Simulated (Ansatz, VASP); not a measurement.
## Cd in VASP and in Ansatz

Contents of INCAR:

```
PREC     = Accurate       # precision mode
ENCUT    = 520            # plane-wave cutoff, eV
EDIFF    = 1E-7           # SCF threshold, eV
ISMEAR   = -1             # smearing method
SIGMA    = 0.1            # smearing width, eV
LREAL    = F              # projectors in reciprocal space
LASPH    = T              # aspherical terms in the spheres
NELM     = 100            # most SCF steps
ALGO     = Normal         # electronic algorithm
ISIF     = 2              # what is computed and relaxed
LWAVE    = F              # write WAVECAR
LCHARG   = F              # write CHGCAR
GGA      = CA             # functional
NBANDS   = 12             # bands
```

The input KPOINTS:

```
Automatic mesh
0
Gamma
  12 12 12
```

POSCAR

```
Cd
1.0
    2.8899242277      0.0000000000      0.0000000000
    0.0000000000      2.8899242277      0.0000000000
    0.0000000000      0.0000000000      2.8899242277
Cd
1
Direct
    0.0000000000      0.0000000000      0.0000000000
```

Input for Ansatz:

```yaml
crystal:
  lattice:
    - [2.8899242277, 0.0, 0.0]
    - [0.0, 2.8899242277, 0.0]
    - [0.0, 0.0, 2.8899242277]
  atoms:
    - { symbol: Cd, position: [0.0, 0.0, 0.0] }
hamiltonian:
  xc: lda
  pseudopotentials:
    kind: paw
    azcp:
      Cd: "pseudopotentials/Cd.paw.azcp"
basis:
  ecutwfc: 420
  fft_grid_basis: typed
kpoints:
  mp_grid: { grid: [12, 12, 12], shift: [0, 0, 0] }
magnetization:
  spin_polarized: false
scf:
  occupations: { method: fermi_dirac, width: 0.1 }
  lower_state_search: "off"
output:
  stress: true
```

Alike in both runs: task single point; functional LDA; k mesh 12 × 12 × 12; occupations fermi-dirac, width 0.1 eV; no spin polarisation.

|  | VASP | Ansatz |
| --- | --- | --- |
| version | VASP 6.6.1 | Ansatz 0.2.0 |
| potentials or method | VASP PAW LDA potentials, release 64 (Cd), cutoff 520 eV | plane waves (420 eV) with PAW, scalar-relativistic |
| valence electrons in the cell | 12 | 20 |

Ansatz gave:

| Item | Value |
| --- | --- |
| pressure (GPa) | -1.7 |

Problem. Which values does VASP return?

Solution. Pressure (GPa): -1.3.

Ansatz warns that its potentials were made for another functional, while VASP's fit it. LDA's correlation is that of Perdew and Zunger in VASP and of Perdew and Wang (1992) in Ansatz. VASP's potentials hold 12 valence electrons a cell and Ansatz's 20, so a difference there can come from the potentials and not from the codes.
